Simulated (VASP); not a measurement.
Write the native input for VASP 6.6.1 that does the following.

```yaml
Task: single point
Functional: PBE
Potentials_or_basis: VASP PAW PBE potentials, release 64 (Ge_d, P)
Cutoff: 520 eV
k_mesh: 6 × 6 × 4
Occupations: gaussian, width 0.02 eV
Spin: no spin polarisation
Dipole_correction: no
Further_INCAR_settings: ALGO = Normal; EDIFF = 1e-06; NBANDS = 34
```

The structure of Ge3P2 lies in POSCAR:

```
Ge3P2
1.0
    5.4962049986      0.0000000000      0.0000000000
   -2.7481024993      4.7598531532      0.0000000000
    0.0000000000      0.0000000000      7.9512412371
Ge P
3 2
Direct
    0.4896332692      0.9792665382      0.5000000000
    0.0207334618      0.5103667308      0.5000000000
    0.4896332692      0.5103667308      0.5000000000
    0.6666666667      0.3333333333      0.2840859798
    0.6666666667      0.3333333333      0.7159140202
```

The cell was built from a structure type or drawn by symmetry, and may not be a known phase.

The input as run:

INCAR

```
PREC = Accurate ; ENCUT = 520
EDIFF = 1E-6 ; ISMEAR = 0
SIGMA = 0.02 ; LREAL = False
LASPH = True ; NELM = 100
ALGO = Normal ; ISIF = 2
LWAVE = False ; LCHARG = False
GGA = PE ; NBANDS = 34
```

KPOINTS

```
Automatic mesh
0
Gamma
  6 6 4
```

Potentials or basis: VASP PAW PBE potentials, release 64 (Ge_d, P).

Launch:

```console
$ cat potpaw_PBE.64/Ge_d/POTCAR potpaw_PBE.64/P/POTCAR > POTCAR
$ mpirun -np 1 vasp_std > vasp.out
```

It gave:

```yaml
Pressure: -0.1 GPa
Largest_force: 0.032 eV/Å
Band_gap_on_the_k_mesh: 0.74 eV (least direct gap 0.92 eV)
```

Caveat: this functional lacks dispersion, which binds the layers, so the pressure and a relaxed spacing across them are unreliable.

Wall time 68 s on 1 thread of Intel(R) Xeon(R) 6975P-C (Granite Rapids) (shared host), peak memory 0.36 GiB.
